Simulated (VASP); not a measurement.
A run of VASP 6.6.1:

Contents of INCAR:

```
SYSTEM = Ga2AsN
ALGO = Normal ; EDIFF = 1E-6
ENCUT = 520 ; GGA = PE
ISIF = 2 ; ISMEAR = -1
LASPH = .TRUE. ; LCHARG = .TRUE.
LELF = .TRUE. ; LREAL = .FALSE.
LVHAR = .TRUE. ; LWAVE = .FALSE.
NBANDS = 46 ; NELM = 60
PREC = Accurate ; SIGMA = 0.02
```

File KPOINTS:

```
k-points
0
G
  8 8 8
  0 0 0
```

Contents of POSCAR:

```
Ga2AsN
1.0
   -2.5492978103      2.5492978103      4.9771902768
    2.5492978103     -2.5492978103      4.9771902768
    2.5492978103      2.5492978103     -4.9771902768
N Ga As
2 4 2
Direct
    0.0000000000      0.0000000000      0.0000000000
    0.2500000000      0.7500000000      0.5000000000
    0.6250000000      0.6953534341      0.5703534341
    0.9453534341      0.3750000000      0.0703534341
    0.1250000000      0.0546465659      0.4296465659
    0.3046465659      0.8750000000     -0.0703534341
    0.5000000000      0.5000000000      0.0000000000
    0.7500000000      0.2500000000      0.5000000000
```

Potentials or basis: VASP PAW PBE potentials, release 64 (N, Ga_d, As).

Command:

```console
$ cat potpaw_PBE.64/N/POTCAR potpaw_PBE.64/Ga_d/POTCAR potpaw_PBE.64/As/POTCAR > POTCAR
$ mpirun -np 1 vasp_std > vasp.out
```

Hardware: 1 thread of Oxide Virtual Turin-like Processor, with other jobs on the host.

Task: How long does it take, and how much memory?

Result: It took 13 min on 1 thread of Oxide Virtual Turin-like Processor, on a shared host, peak memory 0.47 GiB. Counts: scf iterations 18, k points 59.
